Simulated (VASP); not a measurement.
Set up this calculation in VASP 6.6.1, as the native input.

```yaml
Task: single point
Functional: PBE
Potentials_or_basis: VASP PAW PBE potentials, release 64 (Na_pv, H)
Cutoff: 520 eV
k_mesh: 6 × 6 × 6
Occupations: gaussian, width 0.01 eV
Spin: no spin polarisation
Dipole_correction: no
Further_INCAR_settings: ALGO = Normal; EDIFF = 1e-06; NBANDS = 11
```

The structure of NaH lies in POSCAR:

```
NaH
1.0
    0.1259739065      2.5930489098      2.5930489098
    2.5930489098      0.1259739065      2.5930489098
    2.5930489098      2.5930489098      0.1259739065
Na H
1 1
Direct
    0.0051743684      0.0051743684      0.0051743684
    0.2448256316      0.2448256316      0.2448256316
```

This cell differs from its parent crystal: epitaxial 111 strain -5.0%.

The input as run:

INCAR

```
SYSTEM = NaH
PREC = Accurate ; ENCUT = 520
EDIFF = 1E-6 ; ISMEAR = 0
SIGMA = 0.01 ; LREAL = .FALSE.
LASPH = .TRUE. ; NELM = 60
ALGO = Normal ; ISIF = 2
LWAVE = .FALSE. ; LCHARG = .FALSE.
GGA = PE ; NBANDS = 11
```

KPOINTS

```
Automatic mesh
0
G
  6 6 6
  0 0 0
```

Potentials or basis: VASP PAW PBE potentials, release 64 (Na_pv, H).

Launch:

```console
$ cat potpaw_PBE.64/Na_pv/POTCAR potpaw_PBE.64/H/POTCAR > POTCAR
$ mpirun -np 1 vasp_std > vasp.out
```

Results of the run:

* Pressure: 1.8 GPa
* Largest force: 0.007 eV/Å
* Band gap on the k mesh: 3.33 eV, indirect (least direct gap 4.32 eV)

Caveat: the cell differs from its parent crystal (epitaxial 111 strain -5.0%).

Run time: 11 s on 1 thread of Intel(R) Xeon(R) Platinum 8375C CPU @ 2.90GHz (Ice Lake) (shared host), peak memory 0.14 GiB.
